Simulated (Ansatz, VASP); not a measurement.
# Two plane-wave programs on ZrB

```
Zr B
1.0
     0.00000    2.32500    2.32500
     2.32500    0.00000    2.32500
     2.32500    2.32500    0.00000
Zr B
1 1
Cartesian
  0.0000 0.0000 0.0000
  2.3250 2.3250 2.3250
```

Alike in both runs: functional LDA; k mesh 10 × 10 × 10; occupations fermi-dirac, width 0.05 eV; no spin polarisation.

|  | VASP | Ansatz |
| --- | --- | --- |
| version | VASP 6.6.1 | Ansatz 0.2.0 |
| potentials or method | VASP PAW LDA potentials, release 64 (Zr_sv, B) | Ansatz PAW |
| plane-wave cutoff (eV) | 520 | 420 |
| valence electrons in the cell | 15 | 15 |
| task | single point | band structure |

|  | VASP | Ansatz | Ansatz less VASP |
| --- | --- | --- | --- |
| gap on the k mesh at the Fermi level (eV) | none | none | - |
| pressure (GPa) | 25.5 | 25.1 | -0.47 |

LDA's correlation is that of Perdew and Zunger in VASP and of Perdew and Wang (1992) in Ansatz. A gap of «none» marks a metal or a gap that the smearing closes.
